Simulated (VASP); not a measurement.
Wanted: the native input for a VASP 6.6.1 run.

```
Task                   : single point
Functional             : PBEsol
Potentials or basis    : VASP PAW PBE potentials, release 64 (Fe)
Cutoff                 : 520 eV
k mesh                 : 13 × 13 × 13
Occupations            : fermi-dirac, width 0.05 eV
Spin                   : collinear spin, ferromagnetic start
Starting moments       : [3.0] μB
Dipole correction      : no
Further INCAR settings : ALGO = Normal; EDIFF = 1e-06; NBANDS = 14
```

The structure of Fe lies in POSCAR:

```
Fe
1.0
    0.0000000000      1.9021012277      1.9249897192
    1.4678507246      0.0000000000      1.9249897192
    1.4678507246      1.9021012277      0.0000000000
Fe
1
Direct
    0.0000000000      0.0000000000      0.0000000000
```

One way to write it, as run:

INCAR

```
PREC = Accurate
ENCUT = 520
EDIFF = 1E-6
ISMEAR = -1
SIGMA = 0.05
LREAL = F
LASPH = T
NELM = 150
ALGO = Normal
ISIF = 2
LWAVE = F
LCHARG = F
ISPIN = 2
MAGMOM = 3
LORBIT = 11
LMAXMIX = 4
GGA = PS
NBANDS = 14
```

KPOINTS

```
Automatic mesh
0
Gamma
  13 13 13
```

Potentials or basis: VASP PAW PBE potentials, release 64 (Fe).

The run is started by

```console
$ cat potpaw_PBE.64/Fe/POTCAR > POTCAR
$ mpirun -np 1 vasp_std > vasp.out
```

It gave:

```
Pressure                                              : 1.5 GPa
Net moment                                            : 2.08 μB per cell
Site moments                                          : Fe +2.06 μB
Valence electrons inside the program's atomic spheres : Fe 7.39
```

Caveat: the PAW data sets were made with another functional, which shifts forces and pressure a little.

Wall time 50 s on 1 thread of Intel(R) Xeon(R) Platinum 8488C (Sapphire Rapids) (shared host), peak memory 0.19 GiB.
